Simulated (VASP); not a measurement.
# KBr (Pm-3m) in VASP: further runs, part 2 of 2

VASP 6.6.1.

### Step 3. Single point, revPBE

This run uses another cell than the first one, of 35.53 Å³/atom, 1.024 times its volume.

The input, INCAR:

```
ALGO = Normal ; EDIFF = 1E-6
ENCUT = 500 ; GGA = RE
GGA_COMPAT = F ; ISIF = 2
ISMEAR = 1 ; LASPH = T
LCHARG = F ; LREAL = F
LWAVE = F ; NBANDS = 15
NELM = 120 ; PREC = Accurate
SIGMA = 0.02
```

The input, KPOINTS:

```
k-points
0
Gamma
  4 4 4
```

The input, POSCAR:

```
KBr
1.0
    4.1421595963      0.0000000000      0.0000000000
    0.0000000000      4.1421595963      0.0000000000
    0.0000000000      0.0000000000      4.1421595963
K Br
1 1
Direct
    0.0000000000      0.0000000000      0.0000000000
    0.5000000000      0.5000000000      0.5000000000
```

Potentials or basis: VASP PAW PBE potentials, release 64 (K_sv, Br).

On the command line:

```sh
$ cat potpaw_PBE.64/K_sv/POTCAR potpaw_PBE.64/Br/POTCAR > POTCAR
$ mpirun -np 1 vasp_std > vasp.out
```

OUTCAR:

```text
EDIFF = 1E-6
   ENCUT = 500
   GGA = RE
   ISIF = 2
   ISMEAR = 1
   LASPH = T
   LREAL = F
   NELM = 120
   PREC = Accurate

 ion  position               nearest neighbor table
   1  0.000  0.000  0.000-
   2  0.500  0.500  0.500-

  LATTYP: Found a simple cubic cell.
 ALAT       =     4.1421595963

  Lattice vectors:

 A1 = (   4.1421595963,   0.0000000000,   0.0000000000)
 A2 = (   0.0000000000,   4.1421595963,   0.0000000000)
 A3 = (   0.0000000000,   0.0000000000,   4.1421595963)

Analysis of symmetry for initial positions (statically):
=====================================================================
 Subroutine PRICEL returns:
 Original cell was already a primitive cell.

 Routine SETGRP: Setting up the symmetry group for a
 simple cubic supercell.

 Subroutine GETGRP returns: Found 48 space group operations
 (whereof 48 operations were pure point group operations)
 out of a pool of 48 trial point group operations.

The static configuration has the point symmetry O_h .

Analysis of symmetry for dynamics (positions and initial velocities):
=====================================================================
 Subroutine PRICEL returns:
 Original cell was already a primitive cell.

 Routine SETGRP: Setting up the symmetry group for a
 simple cubic supercell.

 Subroutine GETGRP returns: Found 48 space group operations
 (whereof 48 operations were pure point group operations)
 out of a pool of 48 trial point group operations.

The dynamic configuration has the point symmetry O_h .

 Subroutine INISYM returns: Found 48 space group operations
 (whereof 48 operations are pure point group operations),
 and found     1 'primitive' translations

----------------------------------------------------------------------------------------

                                     Primitive cell

  volume of cell :      71.0690

  direct lattice vectors                    reciprocal lattice vectors
     4.142159596  0.000000000  0.000000000     0.241419959  0.000000000  0.000000000
     0.000000000  4.142159596  0.000000000     0.000000000  0.241419959  0.000000000
     0.000000000  0.000000000  4.142159596     0.000000000  0.000000000  0.241419959

  length of vectors
     4.142159596  4.142159596  4.142159596     0.241419959  0.241419959  0.241419959

  position of ions in fractional coordinates (direct lattice)
     0.000000000  0.000000000  0.000000000
     0.500000000  0.500000000  0.500000000

  ion indices of the primitive-cell ions
   primitive index   ion index
                 1           1
                 2           2

----------------------------------------------------------------------------------------

 KPOINTS: k-points

Automatic generation of k-mesh.
 Grid dimensions read from file:
 generate k-points for:    4    4    4

 Generating k-lattice:

  Cartesian coordinates                     Fractional coordinates (reciprocal lattice)
     0.060354990  0.000000000  0.000000000     0.250000000  0.000000000  0.000000000
     0.000000000  0.060354990  0.000000000     0.000000000  0.250000000  0.000000000
     0.000000000  0.000000000  0.060354990     0.000000000  0.000000000  0.250000000

  Length of vectors
     0.060354990  0.060354990  0.060354990

  Shift w.r.t. Gamma in fractional coordinates (k-lattice)
     0.000000000  0.000000000  0.000000000

 Subroutine IBZKPT returns following result:
 ===========================================

 Found     10 irreducible k-points:

 Following reciprocal coordinates:
            Coordinates               Weight
  0.000000  0.000000  0.000000      1.000000
  0.250000  0.000000  0.000000      6.000000
  0.500000  0.000000  0.000000      3.000000
  0.250000  0.250000  0.000000     12.000000
  0.500000  0.250000  0.000000     12.000000
  0.500000  0.500000  0.000000      3.000000
  0.250000  0.250000  0.250000      8.000000
  0.500000  0.250000  0.250000     12.000000
  0.500000  0.500000  0.250000      6.000000
  0.500000  0.500000  0.500000      1.000000
   k-points           NKPTS =     10   k-points in BZ     NKDIM =     10   number of bands    NBANDS=     15
   number of dos      NEDOS =    301   number of ions     NIONS =      2
   total plane-waves  NPLWV =  27000
   dimension x,y,z NGX =    30 NGY =   30 NGZ =   30
   dimension x,y,z NGXF=    60 NGYF=   60 NGZF=   60
   ions per type =               1   1
   NGX,Y,Z   is equivalent  to a cutoff of  12.04, 12.04, 12.04 a.u.
   NGXF,Y,Z  is equivalent  to a cutoff of  24.08, 24.08, 24.08 a.u.
 SYSTEM =  unknown system
   PREC   = accura    normal or accurate (medium, high low for compatibility)
   ISTART =      0    job   : 0-new  1-cont  2-samecut
   ICHARG =      2    charge: 1-file 2-atom 10-const
   ISPIN  =      1    spin polarized calculation?
   LNONCOLLINEAR =      F non collinear calculations
   LSORBIT =      F    spin-orbit coupling
   LASPH  =      T    aspherical Exc in radial PAW
   ENCUT  =  500.0 eV  36.75 Ry    6.06 a.u.   7.55  7.55  7.55*2*pi/ulx,y,z
   NELM   =    120;   NELMIN=  2; NELMDL= -5     # of ELM steps
   EDIFF  = 0.1E-05   stopping-criterion for ELM
   LREAL  =      F    real-space projection
   EDIFFG = 0.1E-04   stopping-criterion for IOM
   NSW    =      0    number of steps for IOM
   IBRION =     -1    ionic relax: 0-MD 1-quasi-New 2-CG
   NFREE  =      0    steps in history (QN), initial steepest desc. (CG)
   ISIF   =      2    stress and relaxation
   ISYM   =      2    0-nonsym 1-usesym 2-fastsym
   POTIM  = 0.5000    time-step for ionic-motion
   TEBEG  =    0.0;   TEEND  =   0.0 temperature during run
   PSTRESS=    0.0 pullay stress
   NELECT =      16.0000    total number of electrons
   NUPDOWN=      -1.0000    fix difference up-down
   EMIN   =  10.00;   EMAX   =-10.00  energy-range for DOS
   EFERMI =   0.00;   METHOD = LEGACY
   ISMEAR =     1;   SIGMA  =   0.02  broadening in eV -4-tet -1-fermi 0-gaus
   EFERMI_NEDOS =   21; number of points for ismear=-14 and -15
   IALGO  =     38    algorithm
   IMIX   =      4    mixing-type and parameters
     AMIX     =   0.40;   BMIX     =  1.00
     AMIX_MAG =   1.60;   BMIX_MAG =  1.00
  volume/ion in A,a.u.               =      35.53       239.80
  Fermi-wavevector in a.u.,A,eV,Ry     =   0.995913  1.882002 13.494835  0.991842
  Thomas-Fermi vector in A             =   2.127965
   LORBIT       =      0    0 simple, 1 ext, 2 COOP (PROOUT), +10 PAW based schemes
   GGA     = RE    functional components
   LHFCALC =     F    Hartree Fock is set to
   AEXX    =    0.0000 exact exchange contribution
   IVDW    =     0    specifies the selected vdW correction
   LEPSILON=     F    determine dielectric tensor
   LRPA    =     F    only Hartree local field effects (RPA)
 non-spin polarized calculation
 Methfessel and Paxton  Order N= 1 SIGMA  =   0.02
  energy-cutoff  :      500.00
  volume of cell :       71.07
 maximum number of plane-waves:      1856
   NGX = 15   NGY = 15   NGZ = 15

 number of electron      16.0000005 magnetization

 Free energy of the ion-electron system (eV)
  ---------------------------------------------------
  ext. energy  EPLUGINS =         0.00000000
  ---------------------------------------------------
  free energy    TOTEN  =        -5.72989315 eV

  energy without entropy =       -5.72994750  energy(sigma->0) =       -5.72991126

 E-fermi :  -0.9656     XC(G=0):  -7.2530

 val. band max:       -0.9824717115   @ k =   0.5000   0.5000   0.0000
 cond. band min:       2.9452056705   @ k =   0.0000   0.0000   0.0000
 fundamental gap:      3.9276773820
 Fermi energy:        -0.9656340672

 k-point     1 :       0.0000    0.0000    0.0000
  band No.  band energies     occupation
      1     -29.8800      2.00000
      2     -13.5821      2.00000
      3     -13.2758      2.00000
      4     -13.2758      2.00000
      5     -13.2758      2.00000
      6      -1.2129      2.00000
      7      -1.2129      2.00000
      8      -1.2129      2.00000
      9       2.9452      0.00000
     10       5.1273      0.00000
     11       5.1273      0.00000
     12       8.5629      0.00000
     13       8.5629      0.00000
     14       8.5629      0.00000
[... 149 lines left out ...]
      2     -13.3574      2.00000
      3     -13.3574      2.00000
      4     -13.3574      2.00000
      5     -13.2891      2.00000
      6      -2.1979      2.00000
      7      -2.1979      2.00000
      8      -2.1979      2.00000
      9       6.4830      0.00000
     10       6.4830      0.00000
     11       6.4830      0.00000
     12       8.2043      0.00000
     13       8.2043      0.00000
     14       8.2043      0.00000
     15       9.8622      0.00000

------------------------ aborting loop because EDIFF is reached ----------------------------------------

  FORCE on cell =-STRESS in cart. coord.  units (eV):
  Direction    XX          YY          ZZ          XY          YZ          ZX
  --------------------------------------------------------------------------------------
  -------------------------------------------------------------------------------------
  Total        0.0723779      0.0723779      0.0723779      0.0000000     -0.0000000     -0.0000000
  in kB        1.6316835      1.6316835      1.6316835      0.0000000     -0.0000000     -0.0000000
  external PRESSURE =       1.6316835 kB  Pullay stress =       0.0000000 kB

 VOLUME and BASIS-vectors are now :
 -----------------------------------------------------------------------------
  energy-cutoff  :      500.00
  volume of cell :       71.07
      direct lattice vectors                 reciprocal lattice vectors
     4.142159596  0.000000000  0.000000000     0.241419959  0.000000000  0.000000000
     0.000000000  4.142159596  0.000000000     0.000000000  0.241419959  0.000000000
     0.000000000  0.000000000  4.142159596     0.000000000  0.000000000  0.241419959

 POSITION                                       TOTAL-FORCE (eV/Angst)
 -----------------------------------------------------------------------------------
      0.00000      0.00000      0.00000         0.000000      0.000000      0.000000
      2.07108      2.07108      2.07108         0.000000      0.000000      0.000000
 -----------------------------------------------------------------------------------
    total drift:                                0.000000      0.000000     -0.000000

  FREE ENERGIE OF THE ION-ELECTRON SYSTEM (eV)
  ---------------------------------------------------
  free  energy   TOTEN  =        -5.7298931456 eV

  energy  without entropy=       -5.7299475010  energy(sigma->0) =       -5.72991126
```

stdout:

```text
POSCAR found type information on POSCAR K Br
 POSCAR found :  2 types and       2 ions
 scaLAPACK will be used
 -----------------------------------------------------------------------------
|                                                                             |
|                                                                             |
|     You enforced a specific xc type in the INCAR file but a different       |
|     I HOPE YOU KNOW WHAT YOU ARE DOING!                                     |
|                                                                             |
 -----------------------------------------------------------------------------

 LDA part: xc-table for (Slater+PW92), standard interpolation
 POSCAR, INCAR and KPOINTS ok, starting setup
 FFT: planning ... GRIDC
 FFT: planning ... GRID_SOFT
 FFT: planning ... GRID
 WAVECAR not read
 entering main loop
```

Run time: 4.9 s. Hardware: 1 thread of Intel Xeon 6975P-C (Granite Rapids), shared host; peak memory 0.16 GiB.

Results:

* Free energy: -5.7299 eV
* Pressure: 0.2 GPa
* Band gap on the k mesh: 3.93 eV, indirect (least direct gap 4.16 eV)

Caveat: the PAW data sets were made with another functional, which shifts forces and pressure a little.

### Step 4. Single point, revPBE

This run uses another cell than the first one, of 36.36 Å³/atom, 1.048 times its volume.

The input, INCAR:

```
PREC = Accurate ; ENCUT = 500
EDIFF = 1E-6 ; ISMEAR = 1
SIGMA = 0.02 ; LREAL = F
LASPH = T ; NELM = 120
ALGO = Normal ; ISIF = 2
LWAVE = F ; LCHARG = F
GGA = RE ; NBANDS = 15
GGA_COMPAT = F
```

The input, KPOINTS:

```
Automatic mesh
0
Gamma
  4 4 4
```

The input, POSCAR:

```
KBr
1.0
    4.1740236146      0.0000000000      0.0000000000
    0.0000000000      4.1740236146      0.0000000000
    0.0000000000      0.0000000000      4.1740236146
K Br
1 1
Direct
    0.0000000000      0.0000000000      0.0000000000
    0.5000000000      0.5000000000      0.5000000000
```

On the command line:

```sh
$ cat potpaw_PBE.64/K_sv/POTCAR potpaw_PBE.64/Br/POTCAR > POTCAR
$ mpirun -np 1 vasp_std > vasp.out
```

It took 5 s on 1 thread of Intel Xeon 6975P-C (Granite Rapids), shared host; peak memory 0.16 GiB.

The run converged. Its results:

```yaml
Free_energy: -5.7304 eV
Pressure: -0.1 GPa
Band_gap_on_the_k_mesh: 3.87 eV, indirect (least direct gap 4.09 eV)
```

Levels at points of the mesh, in eV from the valence-band top:
| k point | band 6 | band 7 | band 8 | band 9 | band 10 | band 11 |
| --- | --- | --- | --- | --- | --- | --- |
| (0.00, 0.00, 0.00) | -0.22 | -0.22 | -0.22 | 3.87 | 6.13 | 6.13 |
| (0.50, 0.00, 0.00) | -1.62 | -0.18 | -0.18 | 6.38 | 7.32 | 7.37 |
| (0.50, 0.50, 0.00) | -1.18 | -1.18 | 0.00 | 5.42 | 6.57 | 8.08 |
| (0.50, 0.50, 0.50) | -1.16 | -1.16 | -1.16 | 7.42 | 7.42 | 7.42 |

Caveat: the PAW data sets were made with another functional, which shifts forces and pressure a little. A k mesh can miss the band edges.

### Step 5. Overview

| cell | gap on the mesh (eV) | pressure (GPa) |
| --- | --- | --- |
| a = 4.110 Å, 2 atoms | 3.99 | 0.5 |
| a = 4.142 Å, 2 atoms | 3.93 | 0.2 |
| a = 4.174 Å, 2 atoms | 3.87 | -0.1 |

Alike in all rows: task single point; level revPBE; potentials or basis VASP PAW PBE potentials, release 64 (K_sv, Br); no spin polarisation; k mesh 4 × 4 × 4; cutoff (eV) 500; smearing methfessel-paxton 0.02 eV.

Caveats: the PAW data sets were made with another functional, which shifts forces and pressure a little.

Total energies depend on the potentials used, so only differences within one code and one set of settings carry meaning.
